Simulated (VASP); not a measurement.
SiO2:

```
Si O
1.0
     5.09930    0.00000    0.00000
    -2.54965    4.41613    0.00000
     0.00000    0.00000    8.62858
Si O
4 8
Cartesian
  2.5497 1.4720 8.0867
  2.5497 1.4720 4.8561
  0.0000 2.9441 0.5418
  0.0000 2.9441 3.7724
  -1.0642 1.8432 0.0000
  1.0642 1.8432 4.3143
  2.9710 0.0000 4.3143
  1.4855 2.5729 0.0000
  -1.4855 2.5729 4.3143
  2.5497 1.4720 6.4714
  0.0000 2.9441 2.1571
  2.1283 0.0000 0.0000
```

- Program: VASP 6.6.1
- Task: relaxation of cell and atoms
- Functional: LDA
- Potentials or basis: VASP PAW LDA potentials, release 64 (Si, O)
- Cutoff: 600 eV
- k mesh: 6 × 6 × 4
- Occupations: fermi-dirac, width 0.02 eV
- Spin: no spin polarisation

At the start: pressure -5.1 GPa; volume 16.19 Å³/atom.

Question: Where does the relaxation end?

Answer: Over 24 steps the energy falls by 9.0 meV/atom and the volume is 15.48 Å³/atom (-4.4 %); space group P6_322 (No. 182, to 0.1 Å) before and after.

The path:
```csv
step,energy change (eV),largest force (eV/Å),pressure (GPa),volume (Å³)
1,0.0000,0.3008,-5.09,194.31
2,0.1034,0.5117,8.11,180.20
3,-0.1048,0.0286,-0.09,188.29
4,-0.1048,0.0290,0.02,188.17
5,-0.1048,0.0605,0.03,188.11
6,-0.1048,0.0222,0.02,188.14
7,-0.1050,0.0186,-0.03,188.14
8,-0.1053,0.0089,-0.20,188.16
9,-0.1051,0.0117,-0.55,188.18
10,-0.1054,0.0025,-0.31,188.17
11,-0.1054,0.0031,-0.30,188.14
12,-0.1056,0.0040,-0.29,188.06
13,-0.1059,0.0071,-0.26,187.90
14,-0.1063,0.0170,-0.21,187.58
15,-0.1070,0.0364,-0.11,186.94
16,-0.1069,0.0729,0.09,185.66
17,-0.1072,0.0545,-0.01,186.32
18,-0.1075,0.0160,0.02,186.04
19,-0.1076,0.0441,0.03,185.93
20,-0.1076,0.0390,0.03,185.95
21,-0.1077,0.0316,0.01,185.92
22,-0.1078,0.0090,-0.05,185.82
23,-0.1079,0.0049,-0.07,185.81
24,-0.1079,0.0027,0.01,185.71
```

Final structure:
```xyz
12
Lattice="5.0095 0.0000 0.0000 -2.5047 4.3383 0.0000 0.0000 0.0000 8.5453" Properties=species:S:1:pos:R:3 pbc="T T T"
Si    2.5047    1.4461    8.0067
Si    2.5047    1.4461    4.8112
Si    0.0000    2.8922    0.5386
Si    0.0000    2.8922    3.7341
O    -1.0281    1.7808    0.0000
O     1.0281    1.7808    4.2727
O     2.9532    0.0000    4.2727
O     1.4766    2.5576    0.0000
O     3.5328    2.5576    4.2727
O     2.5047    1.4461    6.4090
O     0.0000    2.8922    2.1363
O     2.0562    0.0000    0.0000
```
